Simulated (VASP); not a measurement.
Write the native input for VASP 6.6.1 that does the following.

```
Task                   : single point
Functional             : PBEsol
Potentials or basis    : VASP PAW PBE potentials, release 64 (Ti_sv, Si)
Cutoff                 : 520 eV
k mesh                 : 12 × 6 × 10
Occupations            : gaussian, width 0.15 eV
Spin                   : no spin polarisation
Dipole correction      : no
Further INCAR settings : ALGO = Normal; EDIFF = 1e-07; NBANDS = 42
```

The structure of TiSi lies in POSCAR:

```
TiSi
1.0
    3.3127283557      0.0000000000      0.0000000000
    0.0000000000      6.9722798244      0.0000000000
    0.0000000000      0.0000000000      4.4743300514
Ti Si
4 4
Direct
    0.0000000000      0.5000000000      0.0507500000
    0.5000000000      0.5000000000      0.5507500000
    0.5000000000      0.0000000000      0.5507500000
    0.0000000000      0.0000000000      0.0507500000
    0.0000000000      0.7500000000      0.5507500000
    0.0000000000      0.2500000000      0.5507500000
    0.5000000000      0.2500000000      0.0507500000
    0.5000000000      0.7500000000      0.0507500000
```

This cell differs from its parent crystal: strain -0.080 along x and y, +0.080 along z.

The input as run:

INCAR

```
SYSTEM = TiSi
PREC     = Accurate       ! precision mode
ENCUT    = 520            ! plane-wave cutoff, eV
EDIFF    = 1E-7           ! SCF threshold, eV
ISMEAR   = 0              ! smearing method
SIGMA    = 0.15           ! smearing width, eV
LREAL    = .False.        ! projectors in reciprocal space
LASPH    = .True.         ! aspherical terms in the spheres
NELM     = 60             ! most SCF steps
ALGO     = Normal         ! electronic algorithm
ISIF     = 2              ! what is computed and relaxed
LWAVE    = .False.        ! write WAVECAR
LCHARG   = .True.         ! write CHGCAR
GGA      = PS             ! functional
LELF     = .True.         ! ELF
LVHAR    = .True.       
NBANDS   = 42             ! bands
```

KPOINTS

```
regular mesh
0
Gamma
  12 6 10
  0 0 0
```

Potentials or basis: VASP PAW PBE potentials, release 64 (Ti_sv, Si).

Run with:

```sh
$ cat potpaw_PBE.64/Ti_sv/POTCAR potpaw_PBE.64/Si/POTCAR > POTCAR
$ mpirun -np 1 vasp_std > vasp.out
```

Results of the run:

| Item | Value |
| --- | --- |
| Pressure | 24.3 GPa |
| Band gap on the k mesh | zero (bands 32 and 33 overlap by 0.91 eV) |

Caveat: the cell differs from its parent crystal (strain -0.080 along x and y, +0.080 along z); the stress differs along the axes, from 5 to 34 GPa; the PAW data sets were made with another functional, which shifts forces and pressure a little.

It took 5.9 min on 1 thread of Intel(R) Xeon(R) 6975P-C (Granite Rapids) (shared host), peak memory 0.6 GiB.
